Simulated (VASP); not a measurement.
# TaH5 (P4/mmm) in VASP: further runs, part 2 of 2

VASP 6.6.1. The steps go on from the part before.

## 3. Single point, PBE

INCAR

```
SYSTEM = TaH5
  PREC = Accurate
  ENCUT = 520
  EDIFF = 1E-6
  ISMEAR = 0
  SIGMA = 0.1
  LREAL = .FALSE.
  LASPH = .TRUE.
  NELM = 60
  ALGO = Normal
  ISIF = 2
  LWAVE = .FALSE.
  LCHARG = .FALSE.
  GGA = PE
  NBANDS = 17
```

KPOINTS

```
Automatic mesh
0
G
  12 12 12
  0 0 0
```

POSCAR

```
TaH5
1.0
    3.1698258545      0.0000000000      0.0000000000
    0.0000000000      3.1698258545      0.0000000000
    0.0000000000      0.0000000000      3.0464465614
Ta H
1 5
Direct
    0.0000000000      0.0000000000      0.0000000000
    0.7864817494      0.5000000000      0.5000000000
    0.2135182506      0.5000000000      0.5000000000
    0.5000000000      0.7864817494      0.5000000000
    0.5000000000      0.2135182506      0.5000000000
    0.5000000000      0.5000000000      0.0000000000
```

Potentials or basis: VASP PAW PBE potentials, release 64 (Ta_pv, H).

Run with:

```
> cat potpaw_PBE.64/Ta_pv/POTCAR potpaw_PBE.64/H/POTCAR > POTCAR
> mpirun -np 1 vasp_std > vasp.out
```

OUTCAR:

```text
SYSTEM = TaH5
   PREC = Accurate
   ENCUT = 520
   EDIFF = 1E-6
   ISMEAR = 0
   LREAL = .FALSE.
   LASPH = .TRUE.
   NELM = 60
   ISIF = 2
   GGA = PE

 ion  position               nearest neighbor table
   1  0.000  0.000  0.000-   6 2.24   6 2.24   6 2.24   6 2.24
   2  0.786  0.500  0.500-
   3  0.214  0.500  0.500-
   4  0.500  0.786  0.500-
   5  0.500  0.214  0.500-
   6  0.500  0.500  0.000-   1 2.24   1 2.24   1 2.24   1 2.24

  LATTYP: Found a simple tetragonal cell.
 ALAT       =     3.1698258545
 C/A-ratio  =     0.9610769491

  Lattice vectors:

 A1 = (   3.1698258545,   0.0000000000,   0.0000000000)
 A2 = (   0.0000000000,   3.1698258545,   0.0000000000)
 A3 = (   0.0000000000,   0.0000000000,   3.0464465614)

Analysis of symmetry for initial positions (statically):
=====================================================================
 Subroutine PRICEL returns:
 Original cell was already a primitive cell.

 Routine SETGRP: Setting up the symmetry group for a
 simple tetragonal supercell.

 Subroutine GETGRP returns: Found 16 space group operations
 (whereof 16 operations were pure point group operations)
 out of a pool of 16 trial point group operations.

The static configuration has the point symmetry D_4h.

Analysis of symmetry for dynamics (positions and initial velocities):
=====================================================================
 Subroutine PRICEL returns:
 Original cell was already a primitive cell.

 Routine SETGRP: Setting up the symmetry group for a
 simple tetragonal supercell.

 Subroutine GETGRP returns: Found 16 space group operations
 (whereof 16 operations were pure point group operations)
 out of a pool of 16 trial point group operations.

The dynamic configuration has the point symmetry D_4h.

 Subroutine INISYM returns: Found 16 space group operations
 (whereof 16 operations are pure point group operations),
[... 120 lines left out ...]
   EFERMI_NEDOS =   21; number of points for ismear=-14 and -15
   IALGO  =     38    algorithm
   IMIX   =      4    mixing-type and parameters
     AMIX     =   0.40;   BMIX     =  1.00
     AMIX_MAG =   1.60;   BMIX_MAG =  1.00
  volume/ion in A,a.u.               =       5.10        34.43
  Fermi-wavevector in a.u.,A,eV,Ry     =   1.318743  2.492062 23.661648  1.739082
  Thomas-Fermi vector in A             =   2.448691
   LORBIT       =      0    0 simple, 1 ext, 2 COOP (PROOUT), +10 PAW based schemes
   GGA     = PE    functional components
   LHFCALC =     F    Hartree Fock is set to
   AEXX    =    0.0000 exact exchange contribution
   IVDW    =     0    specifies the selected vdW correction
   LEPSILON=     F    determine dielectric tensor
   LRPA    =     F    only Hartree local field effects (RPA)
 non-spin polarized calculation
 Gauss-broadening in eV      SIGMA  =   0.10
  energy-cutoff  :      520.00
  volume of cell :       30.61
 maximum number of plane-waves:       844
 NGX is ok and might be reduce to    24
   NGX = 11   NGY = 11   NGZ = 11

 number of electron      15.9999997 magnetization

 Free energy of the ion-electron system (eV)
  ---------------------------------------------------
  ext. energy  EPLUGINS =         0.00000000
  ---------------------------------------------------
  free energy    TOTEN  =       -24.51855683 eV

  energy without entropy =      -24.51119553  energy(sigma->0) =      -24.51487618

 E-fermi :   6.0239     XC(G=0): -12.2029

 val. band max:        6.0072715992   @ k =   0.2500   0.1667   0.1667
 cond. band min:       6.0244663703   @ k =   0.5000   0.2500   0.3333
 fundamental gap:      0.0171947711
 Fermi energy:         6.0239043054

 k-point     1 :       0.0000    0.0000    0.0000
  band No.  band energies     occupation
      1     -29.2699      2.00000
      2     -29.2699      2.00000
      3     -29.2295      2.00000
      4      -9.1184      2.00000
      5       0.8199      2.00000
      6       0.9844      2.00000
[... 457 lines left out ...]
      4      -5.6998      2.00000
      5      -1.8073      2.00000
      6      -0.4657      2.00000
[... 9 lines left out ...]
     16      17.6268      0.00000
     17      18.8618      0.00000

 [... further k-points ...]
[... 5 lines left out ...]
  --------------------------------------------------------------------------------------
  -------------------------------------------------------------------------------------
  Total       -0.0172358     -0.0172358     -0.0099745      0.0000000      0.0000000     -0.0000000
  in kB       -0.9021484     -0.9021484     -0.5220795      0.0000000      0.0000000     -0.0000000
  external PRESSURE =      -0.7754588 kB  Pullay stress =       0.0000000 kB

 VOLUME and BASIS-vectors are now :
 -----------------------------------------------------------------------------
  energy-cutoff  :      520.00
  volume of cell :       30.61
      direct lattice vectors                 reciprocal lattice vectors
     3.169825854  0.000000000  0.000000000     0.315474744  0.000000000  0.000000000
     0.000000000  3.169825854  0.000000000     0.000000000  0.315474744  0.000000000
     0.000000000  0.000000000  3.046446561     0.000000000  0.000000000  0.328251286

 POSITION                                       TOTAL-FORCE (eV/Angst)
 -----------------------------------------------------------------------------------
      0.00000      0.00000      0.00000         0.000000      0.000000      0.000000
      2.49301      1.58491      1.52322         0.000728     -0.000000      0.000000
      0.67682      1.58491      1.52322        -0.000728     -0.000000     -0.000000
      1.58491      2.49301      1.52322         0.000000      0.000728      0.000000
      1.58491      0.67682      1.52322         0.000000     -0.000728     -0.000000
      1.58491      1.58491      0.00000         0.000000      0.000000      0.000000
 -----------------------------------------------------------------------------------
    total drift:                               -0.000000      0.000000     -0.000000

  FREE ENERGIE OF THE ION-ELECTRON SYSTEM (eV)
  ---------------------------------------------------
  free  energy   TOTEN  =       -24.5185568274 eV

  energy  without entropy=      -24.5111955345  energy(sigma->0) =      -24.51487618
```

stdout:

```text
POSCAR found type information on POSCAR TaH
 POSCAR found :  2 types and       6 ions
 scaLAPACK will be used
 LDA part: xc-table for (Slater+PW92), standard interpolation
 POSCAR, INCAR and KPOINTS ok, starting setup
 FFT: planning ... GRIDC
 FFT: planning ... GRID_SOFT
 FFT: planning ... GRID
 WAVECAR not read
 entering main loop
```

Wall time 38 s (1 thread of AMD EPYC 9R45 (Zen 5), shared host); peak memory 0.18 GiB.

What came out:

```yaml
Free_energy: -24.5186 eV
Pressure: -0.1 GPa
Band_gap_on_the_k_mesh: zero (bands 8 and 9 overlap by 3.95 eV)
```

Levels at points of the mesh, in eV from the Fermi level:
```
           k point  band 5  band 6  band 7  band 8  band 9  band 10  band 11  band 12
(0.00, 0.00, 0.00)   -5.20   -5.04    0.12    0.12    2.00     2.34     2.34     2.89
(0.50, 0.00, 0.00)   -9.97   -2.74   -2.40   -0.65   -0.37     2.63     3.49     4.21
(0.50, 0.50, 0.00)   -7.10   -7.10   -3.95    0.16    0.38     0.38     3.79     5.29
(0.00, 0.00, 0.50)   -8.71   -2.52   -2.52   -2.47   -0.60     2.46     4.62     6.08
(0.50, 0.00, 0.50)   -6.97   -5.44   -3.42   -0.38    0.09     1.83     1.89     4.09
(0.50, 0.50, 0.50)   -8.54   -7.84   -7.15    3.30    3.48     3.48     4.05     4.42
```

Caveat: spin-orbit coupling is left out, which moves the levels of the heavy elements.

## 4. Relaxation of cell and atoms, PBE

This run uses another cell than the first one, of 5.17 Å³/atom.

INCAR

```
ALGO     = Normal         # electronic algorithm
EDIFF    = 1E-6           # SCF threshold, eV
EDIFFG   = -0.01          # ionic threshold
ENCUT    = 600            # plane-wave cutoff, eV
GGA      = PE             # functional
IBRION   = 2              # ionic algorithm
ISIF     = 3              # what is computed and relaxed
ISMEAR   = 0              # smearing method
LASPH    = T              # aspherical terms in the spheres
LCHARG   = F              # write CHGCAR
LREAL    = F              # projectors in reciprocal space
LWAVE    = F              # write WAVECAR
NELM     = 60             # most SCF steps
NSW      = 100            # ionic steps
PREC     = Accurate       # precision mode
SIGMA    = 0.1            # smearing width, eV
```

KPOINTS

```
k-points
0
Gamma
  12 12 12
```

POSCAR

```
TaH5
1.0
    3.1176438739      0.0000000000      0.0000000000
    0.0000000000      3.1176438739      0.0000000000
    0.0000000000      0.0000000000      3.1886477016
Ta H
1 5
Direct
    0.0000000000      0.0000000000      0.0000000000
    0.7764661309      0.5000000000      0.5000000000
    0.2235338691      0.5000000000      0.5000000000
    0.5000000000      0.7764661309      0.5000000000
    0.5000000000      0.2235338691      0.5000000000
    0.5000000000      0.5000000000      0.0000000000
```

Run with:

```
> cat potpaw_PBE.64/Ta_pv/POTCAR potpaw_PBE.64/H/POTCAR > POTCAR
> mpirun -np 1 vasp_std > vasp.out
```

Run time: 4.3 min. Hardware: 1 thread of AMD EPYC 9R45 (Zen 5), shared host; peak memory 0.21 GiB.

The run converged. Its results:

* Free energy: -24.5217 eV
* Relaxed volume: 5.10 Å³/atom
* Relaxed cell: a = 3.171 Å, b = 3.171 Å, c = 3.046 Å, α = 90.00°, β = 90.00°, γ = 90.00°
* Space group after relaxing (to 0.1 Å): P4/mmm (No. 123)
* Energy gained by relaxing: 4.8 meV/atom
* Ionic steps: 11
* Pressure after relaxing: 0.0 GPa
* Largest force after relaxing: 0.007 eV/Å
* Band gap on the k mesh: zero (bands 8 and 9 overlap by 3.95 eV)

Forces in eV/Å, atoms in the order of the input:
```
Ta   0.000  0.000  0.000
H    0.007  0.000  0.000
H   -0.007  0.000  0.000
H    0.000  0.007  0.000
H    0.000 -0.007  0.000
H    0.000  0.000  0.000
```

Stress tensor (GPa, compression positive):
```
-0.02  0.00  0.00
 0.00 -0.02  0.00
 0.00  0.00  0.18
```

Step by step:
| step | energy change (eV) | largest force (eV/Å) | pressure (GPa) | volume (Å³) |
| --- | --- | --- | --- | --- |
| 1 | 0.0000 | 0.0804 | -0.17 | 30.99 |
| 2 | -0.0100 | 0.0580 | -0.44 | 30.97 |
| 3 | -0.0213 | 0.0370 | -0.81 | 30.91 |
| 4 | -0.0233 | 0.0397 | -0.77 | 30.75 |
| 5 | -0.0259 | 0.0597 | -0.95 | 30.85 |
| 6 | -0.0272 | 0.0477 | -0.92 | 30.80 |
| 7 | -0.0274 | 0.0562 | -0.94 | 30.82 |
| 8 | -0.0274 | 0.0539 | -0.94 | 30.82 |
| 9 | -0.0286 | 0.0216 | 0.47 | 30.55 |
| 10 | -0.0286 | 0.0247 | 0.32 | 30.58 |
| 11 | -0.0290 | 0.0066 | 0.05 | 30.63 |

Final structure:
```
Ta H
1.0
     3.17084    0.00000    0.00000
     0.00000    3.17084    0.00000
     0.00000    0.00000    3.04601
Ta H
1 5
Direct
  0.00000 0.00000 0.00000
  0.78612 0.50000 0.50000
  0.21388 0.50000 0.50000
  0.50000 0.78612 0.50000
  0.50000 0.21388 0.50000
  0.50000 0.50000 0.00000
```

Levels at points of the mesh, in eV from the Fermi level:
| k point | band 5 | band 6 | band 7 | band 8 | band 9 | band 10 | band 11 | band 12 |
| --- | --- | --- | --- | --- | --- | --- | --- | --- |
| (0.00, 0.00, 0.00) | -5.19 | -5.03 | 0.11 | 0.11 | 1.99 | 2.34 | 2.34 | 2.87 |
| (0.50, 0.00, 0.00) | -9.96 | -2.74 | -2.40 | -0.64 | -0.36 | 2.63 | 3.48 | 4.20 |
| (0.50, 0.50, 0.00) | -7.10 | -7.10 | -3.95 | 0.15 | 0.38 | 0.38 | 3.78 | 5.28 |
| (0.00, 0.00, 0.50) | -8.71 | -2.52 | -2.52 | -2.46 | -0.58 | 2.45 | 4.62 | 6.06 |
| (0.50, 0.00, 0.50) | -6.95 | -5.44 | -3.42 | -0.39 | 0.09 | 1.81 | 1.87 | 4.09 |
| (0.50, 0.50, 0.50) | -8.53 | -7.86 | -7.14 | 3.30 | 3.48 | 3.48 | 4.04 | 4.42 |

Caveat: spin-orbit coupling is left out, which moves the levels of the heavy elements.
